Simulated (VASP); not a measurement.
# GaN (P-6m2) in VASP: settings compared, part 2 of 2

VASP 6.6.1.

## Step 3: Relaxation of cell and atoms, PBEsol

Input file INCAR:

```
SYSTEM = GaN
PREC = Accurate ; ENCUT = 600
EDIFF = 1E-7 ; ISMEAR = -1
SIGMA = 0.05 ; LREAL = .FALSE.
LASPH = .TRUE. ; NELM = 80
ALGO = Normal ; ISIF = 3
LWAVE = .FALSE. ; LCHARG = .FALSE.
GGA = PS ; IBRION = 2
NSW = 60 ; EDIFFG = -0.01
```

Input file KPOINTS:

```
Automatic mesh
0
G
  10 10 10
  0 0 0
```

Input file POSCAR:

```
GaN
1.0
    2.9806400000      0.0000000000      0.0000000000
   -1.4903200000      2.5813100000      0.0000000000
    0.0000000000      0.0000000000      2.6833700000
Ga N
1 1
Direct
    0.6666700000      0.3333300000      0.5000000000
    0.0000000000      0.0000000000      0.0000000000
```

Potentials or basis: VASP PAW PBE potentials, release 64 (Ga_d, N).

Started as:

```
$ cat potpaw_PBE.64/Ga_d/POTCAR potpaw_PBE.64/N/POTCAR > POTCAR
$ mpirun -np 1 vasp_std > vasp.out
```

OUTCAR:

```text
SYSTEM = GaN
   PREC = Accurate
   ENCUT = 600
   EDIFF = 1E-7
   ISMEAR = -1
   LREAL = .FALSE.
   LASPH = .TRUE.
   NELM = 80
   ISIF = 3
   GGA = PS
   IBRION = 2
   NSW = 60
   EDIFFG = -0.01

 ion  position               nearest neighbor table
   1  0.667  0.333  0.500-   2 2.18   2 2.18   2 2.18   2 2.18   2 2.18   2 2.18
   2  0.000  0.000  0.000-   1 2.18   1 2.18   1 2.18   1 2.18   1 2.18   1 2.18

  LATTYP: Found a hexagonal cell.
 ALAT       =     2.9806400000
 C/A-ratio  =     0.9002663857

  Lattice vectors:

 A1 = (   2.9806400000,   0.0000000000,   0.0000000000)
 A2 = (  -1.4903200000,   2.5813100000,   0.0000000000)
 A3 = (   0.0000000000,   0.0000000000,   2.6833700000)

Analysis of symmetry for initial positions (statically):
=====================================================================
 Subroutine PRICEL returns:
 Original cell was already a primitive cell.

 Routine SETGRP: Setting up the symmetry group for a
 hexagonal supercell.

 Subroutine GETGRP returns: Found  4 space group operations
 (whereof  4 operations were pure point group operations)
 out of a pool of 24 trial point group operations.

The static configuration has the point symmetry C_2v.

Analysis of symmetry for dynamics (positions and initial velocities):
=====================================================================
 Subroutine PRICEL returns:
 Original cell was already a primitive cell.

 Routine SETGRP: Setting up the symmetry group for a
 hexagonal supercell.

 Subroutine GETGRP returns: Found  4 space group operations
 (whereof  4 operations were pure point group operations)
 out of a pool of 24 trial point group operations.

The dynamic configuration has the point symmetry C_2v.

 Subroutine INISYM returns: Found  4 space group operations
 (whereof  4 operations are pure point group operations),
 and found     1 'primitive' translations

----------------------------------------------------------------------------------------

                                     Primitive cell

  volume of cell :      20.6457

  direct lattice vectors                    reciprocal lattice vectors
     2.980640000  0.000000000  0.000000000     0.335498416  0.193700098  0.000000000
    -1.490320000  2.581310000  0.000000000     0.000000000  0.387400196  0.000000000
     0.000000000  0.000000000  2.683370000     0.000000000  0.000000000  0.372665715

  length of vectors
     2.980640000  2.980640035  2.683370000     0.387400201  0.387400196  0.372665715

  position of ions in fractional coordinates (direct lattice)
     0.666670000  0.333330000  0.500000000
     0.000000000  0.000000000  0.000000000

  ion indices of the primitive-cell ions
   primitive index   ion index
                 1           1
                 2           2

----------------------------------------------------------------------------------------

 KPOINTS: Automatic mesh

Automatic generation of k-mesh.
 Grid dimensions read from file:
 generate k-points for:   10   10   10

 Generating k-lattice:

  Cartesian coordinates                     Fractional coordinates (reciprocal lattice)
[... 52 lines left out ...]
   ISTART =      0    job   : 0-new  1-cont  2-samecut
   ICHARG =      2    charge: 1-file 2-atom 10-const
   ISPIN  =      1    spin polarized calculation?
   LNONCOLLINEAR =      F non collinear calculations
   LSORBIT =      F    spin-orbit coupling
   LASPH  =      T    aspherical Exc in radial PAW
   ENCUT  =  600.0 eV  44.10 Ry    6.64 a.u.   5.95  5.95  5.36*2*pi/ulx,y,z
   NELM   =     80;   NELMIN=  2; NELMDL= -5     # of ELM steps
   EDIFF  = 0.1E-06   stopping-criterion for ELM
   LREAL  =      F    real-space projection
   EDIFFG = -.1E-01   stopping-criterion for IOM
   NSW    =     60    number of steps for IOM
   IBRION =      2    ionic relax: 0-MD 1-quasi-New 2-CG
   NFREE  =      1    steps in history (QN), initial steepest desc. (CG)
   ISIF   =      3    stress and relaxation
   ISYM   =      2    0-nonsym 1-usesym 2-fastsym
   POTIM  = 0.5000    time-step for ionic-motion
   TEBEG  =    0.0;   TEEND  =   0.0 temperature during run
   PSTRESS=    0.0 pullay stress
   NELECT =      18.0000    total number of electrons
   NUPDOWN=      -1.0000    fix difference up-down
   EMIN   =  10.00;   EMAX   =-10.00  energy-range for DOS
   EFERMI =   0.00;   METHOD = LEGACY
   ISMEAR =    -1;   SIGMA  =   0.05  broadening in eV -4-tet -1-fermi 0-gaus
   EFERMI_NEDOS =   21; number of points for ismear=-14 and -15
   IALGO  =     38    algorithm
   IMIX   =      4    mixing-type and parameters
     AMIX     =   0.40;   BMIX     =  1.00
     AMIX_MAG =   1.60;   BMIX_MAG =  1.00
  volume/ion in A,a.u.               =      10.32        69.66
  Fermi-wavevector in a.u.,A,eV,Ry     =   1.563948  2.955433 33.278934  2.445933
  Thomas-Fermi vector in A             =   2.666644
   LORBIT       =      0    0 simple, 1 ext, 2 COOP (PROOUT), +10 PAW based schemes
   GGA     = PS    functional components
   LHFCALC =     F    Hartree Fock is set to
   AEXX    =    0.0000 exact exchange contribution
   IVDW    =     0    specifies the selected vdW correction
   LEPSILON=     F    determine dielectric tensor
   LRPA    =     F    only Hartree local field effects (RPA)
 conjugate gradient relaxation of ions
 non-spin polarized calculation
  energy-cutoff  :      600.00
  volume of cell :       20.65
 maximum number of plane-waves:       710
   NGX = 11   NGY = 11   NGZ = 11

--------------------------------------- Ionic step        1  -------------------------------------------

 number of electron      18.0000008 magnetization

 Free energy of the ion-electron system (eV)
  ---------------------------------------------------
  ext. energy  EPLUGINS =         0.00000000
  ---------------------------------------------------
  free energy    TOTEN  =       -11.27380094 eV

  energy without entropy =      -11.26983822  energy(sigma->0) =      -11.27181958

------------------------ aborting loop because EDIFF is reached ----------------------------------------

  FORCE on cell =-STRESS in cart. coord.  units (eV):
  Direction    XX          YY          ZZ          XY          YZ          ZX
  --------------------------------------------------------------------------------------
  -------------------------------------------------------------------------------------
  Total       -0.7706616     -0.7706374     -0.9324331      0.0000210      0.0000000      0.0000000
  in kB      -59.8059069    -59.8040277    -72.3599107      0.0016291      0.0000000      0.0000000
  external PRESSURE =     -63.9899484 kB  Pullay stress =       0.0000000 kB
[... 131 lines left out ...]
--------------------------------------- Ionic step        5  -------------------------------------------

 number of electron      18.0000001 magnetization

 Free energy of the ion-electron system (eV)
  ---------------------------------------------------
  ext. energy  EPLUGINS =         0.00000000
  ---------------------------------------------------
  free energy    TOTEN  =       -11.28904183 eV

  energy without entropy =      -11.28536630  energy(sigma->0) =      -11.28720406

 E-fermi :   7.8297     XC(G=0): -12.9581

 val. band max:        7.8213259902   @ k =   0.3000   0.3000   0.5000
 cond. band min:       7.8660885680   @ k =   0.0000   0.0000   0.0000
 fundamental gap:      0.0447625778
 Fermi energy:         7.8297154779

 k-point     1 :       0.0000    0.0000    0.0000
  band No.  band energies     occupation
      1      -9.7413      2.00000
      2      -7.2413      2.00000
      3      -7.0594      2.00000
      4      -7.0594      2.00000
      5      -6.7035      2.00000
      6      -6.7035      2.00000
      7       6.4911      2.00000
      8       6.8425      2.00000
      9       6.8426      2.00000
     10       7.8661      0.65150
     11      17.5689      0.00000
     12      17.5690      0.00000
     13      18.6205      0.00000
[... 354 lines left out ...]
  band No.  band energies     occupation
      1      -8.3518      2.00000
      2      -7.2047      2.00000
      3      -6.9464      2.00000
      4      -6.8295      2.00000
      5      -6.7397      2.00000
      6      -6.4518      2.00000
      7       1.0227      2.00000
      8       3.8731      2.00000
      9       7.6118      1.97475
     10      12.1248      0.00000
     11      14.3492      0.00000
     12      18.9810      0.00000
     13      21.1908      0.00000

 [... further k-points ...]

------------------------ aborting loop because EDIFF is reached ----------------------------------------

  FORCE on cell =-STRESS in cart. coord.  units (eV):
  Direction    XX          YY          ZZ          XY          YZ          ZX
  --------------------------------------------------------------------------------------
  -------------------------------------------------------------------------------------
  Total       -0.0040705     -0.0040721     -0.0058113     -0.0000014      0.0000000      0.0000000
  in kB       -0.3276800     -0.3278090     -0.4678185     -0.0001117      0.0000000      0.0000000
  external PRESSURE =      -0.3744359 kB  Pullay stress =       0.0000000 kB
[... 17 lines left out ...]
  FREE ENERGIE OF THE ION-ELECTRON SYSTEM (eV)
  ---------------------------------------------------
  free  energy   TOTEN  =       -11.2890418269 eV

  energy  without entropy=      -11.2853662954  energy(sigma->0) =      -11.28720406

 reached required accuracy - stopping structural energy minimisation
```

OSZICAR:

```text
N       E                     dE             d eps       ncg     rms          rms(c)
DAV:   1     0.893442871367E+02    0.89344E+02   -0.10226E+04  4939   0.287E+03
DAV:   2    -0.537763457604E+01   -0.94722E+02   -0.89676E+02  5354   0.390E+02
DAV:   3    -0.128575534042E+02   -0.74799E+01   -0.73511E+01  5541   0.907E+01
[... 44 lines left out ...]
DAV:   2    -0.112891749904E+02    0.29857E-03   -0.44422E-04  5369   0.467E-01    0.741E-02
DAV:   3    -0.112890487177E+02    0.12627E-03   -0.84509E-05  6279   0.321E-01    0.185E-02
DAV:   4    -0.112890420842E+02    0.66334E-05   -0.19668E-05  6014   0.725E-02    0.373E-03
DAV:   5    -0.112890418544E+02    0.22985E-06   -0.14330E-06  5574   0.250E-02    0.164E-03
DAV:   6    -0.112890418269E+02    0.27502E-07   -0.75886E-08  3534   0.533E-03
   5 F= -.11289042E+02 E0= -.11287204E+02  d E =-.388701E-03
```

CONTCAR:

```text
GaN
   1.00000000000000
     2.9427658069669569    0.0000011361556922    0.0000000000000000
    -1.4713819195437710    2.5485105532253094    0.0000000000000000
     0.0000000000000000    0.0000000000000000    2.6537734116589013
  Ga              N
     1     1
Direct
     0.6666694618010911    0.3333305381989087    0.5000000000000000
     0.0000005381989123    0.9999994618010878    0.0000000000000000

  0.00000000E+00  0.00000000E+00  0.00000000E+00
  0.00000000E+00  0.00000000E+00  0.00000000E+00
```

Wall time 3.3 min (1 thread of Intel Xeon 8259CL, shared host); peak memory 0.2 GiB.

Results:

```yaml
Free_energy: -11.2890 eV
Relaxed_volume: 9.95 Å³/atom
Relaxed_cell: a = 2.943 Å, b = 2.943 Å, c = 2.654 Å, α = 90.00°, β = 90.00°, γ = 120.00°
Space_group_after_relaxing_to_0.1_Å: P-6m2 (No. 187)
Energy_gained_by_relaxing: 7.6 meV/atom
Ionic_steps: 5
Pressure_after_relaxing: 0.0 GPa
Band_gap_on_the_k_mesh: zero (bands 9 and 10 overlap by 1.10 eV)
```

Step by step:
| step | energy change (eV) | largest force (eV/Å) | pressure (GPa) | volume (Å³) |
| --- | --- | --- | --- | --- |
| 1 | 0.0000 | 0.0000 | -6.40 | 20.65 |
| 2 | -0.0070 | 0.0000 | 5.04 | 19.44 |
| 3 | -0.0149 | 0.0000 | -0.12 | 19.93 |
| 4 | -0.0151 | 0.0000 | 0.02 | 19.89 |
| 5 | -0.0152 | 0.0000 | -0.04 | 19.90 |

Final structure:
```
CELL_PARAMETERS angstrom
2.94277 0.00000 0.00000
-1.47138 2.54851 0.00000
0.00000 0.00000 2.65377
ATOMIC_POSITIONS crystal
Ga 0.66667 0.33333 0.50000
N 0.00000 0.00000 0.00000
```

Levels at points of the mesh, in eV from the Fermi level:
| k point | band 7 | band 8 | band 9 | band 10 | band 11 | band 12 |
| --- | --- | --- | --- | --- | --- | --- |
| (0.00, 0.00, 0.00) | -1.34 | -0.99 | -0.99 | 0.04 | 9.74 | 9.74 |
| (0.50, 0.00, 0.00) | -8.91 | -2.94 | 0.11 | 2.56 | 7.40 | 11.45 |
| (0.50, 0.50, 0.00) | -8.91 | -2.94 | 0.11 | 2.56 | 7.40 | 11.45 |
| (0.00, 0.00, 0.50) | -9.58 | -0.04 | -0.04 | 5.56 | 6.06 | 12.78 |
| (0.50, 0.00, 0.50) | -6.35 | -5.62 | -1.25 | -0.68 | 7.32 | 8.05 |
| (0.50, 0.50, 0.50) | -6.35 | -5.62 | -1.25 | -0.68 | 7.32 | 8.05 |

Caveat: the PAW data sets were made with another functional, which shifts forces and pressure a little.

## Step 4: Single point, B3LYP

POSCAR is that of step 3.

Input file INCAR.step1:

```
PREC     = Accurate       # precision mode
ENCUT    = 520            # plane-wave cutoff, eV
EDIFF    = 1E-5           # SCF threshold, eV
ISMEAR   = -1             # smearing method
SIGMA    = 0.05           # smearing width, eV
LREAL    = False          # projectors in reciprocal space
LASPH    = True           # aspherical terms in the spheres
NELM     = 60             # most SCF steps
ALGO     = Normal         # electronic algorithm
ISIF     = 2              # what is computed and relaxed
LWAVE    = True           # write WAVECAR
LCHARG   = False          # write CHGCAR
NBANDS   = 16             # bands
GGA      = PE             # functional
```

Input file INCAR.step2:

```
PREC     = Accurate       # precision mode
ENCUT    = 520            # plane-wave cutoff, eV
EDIFF    = 1E-6           # SCF threshold, eV
ISMEAR   = -1             # smearing method
SIGMA    = 0.05           # smearing width, eV
LREAL    = False          # projectors in reciprocal space
LASPH    = True           # aspherical terms in the spheres
NELM     = 60             # most SCF steps
ALGO     = Normal         # electronic algorithm
ISIF     = 2              # what is computed and relaxed
LWAVE    = False          # write WAVECAR
LCHARG   = False          # write CHGCAR
GGA      = B3             # functional
LHFCALC  = True           # exact exchange
AEXX     = 0.2            # exact-exchange fraction
AGGAX    = 0.72         
AGGAC    = 0.81         
ALDAC    = 0.19         
PRECFOCK = Normal       
NBANDS   = 16             # bands
ISTART   = 1
```

Input file KPOINTS:

```
regular mesh
0
Gamma
  5 5 5
```

Started as:

```
$ cat potpaw_PBE.64/Ga_d/POTCAR potpaw_PBE.64/N/POTCAR > POTCAR
$ cp INCAR.step1 INCAR
$ mpirun -np 1 vasp_std > vasp.out
$ cp INCAR.step2 INCAR
$ mpirun -np 1 vasp_std > vasp.out
```

Wall time 30 min (1 thread of Oxide Virtual Turin-like, shared host); peak memory 0.11 GiB.

The run converged. Its results:

```yaml
Free_energy: -11.7182 eV
Pressure: -2.4 GPa
Band_gap_on_the_k_mesh: 0.80 eV (least direct gap 2.10 eV)
```

Stress tensor (GPa, compression positive):
```
-2.57  0.00  0.00
 0.00 -2.57  0.00
 0.00  0.00 -2.05
```

Levels at points of the mesh, in eV from the valence-band top:
```tsv
k point	band 6	band 7	band 8	band 9	band 10	band 11	band 12	band 13
(0.00, 0.00, 0.00)	-17.25	-1.58	-1.30	-1.30	0.80	10.99	10.99	12.43
```

Caveat: the k points lie up to 0.49 Å⁻¹ apart; the PAW data sets were made with another functional, which shifts forces and pressure a little.

## Step 5: Overview

```csv
task,level,spin,cell,k mesh,cutoff (eV),grid for exact exchange (PRECFOCK),share of exact exchange,gap on the mesh (eV),pressure (GPa)
single point,PBEsol,"non-collinear, zero start, SOC",as given,7 × 7 × 7,520,-,-,-,-5.7
relaxation of cell and atoms,PBEsol,off,relaxed,10 × 10 × 10,600,-,-,none,0.0
single point,B3LYP,off,as given,5 × 5 × 5,520,Normal,0.2,0.80,-2.4
```

Alike in all rows: potentials or basis VASP PAW PBE potentials, release 64 (Ga_d, N); smearing fermi-dirac 0.05 eV.

Caveats: some runs use coarse meshes; the PAW data sets were made with another functional, which shifts forces and pressure a little; the cell stands under tension (at least some runs).

Absolute energies hang on the potentials; compare differences alone.

The gap in the log of VASP goes by the Fermi energy; the results here count the filled bands.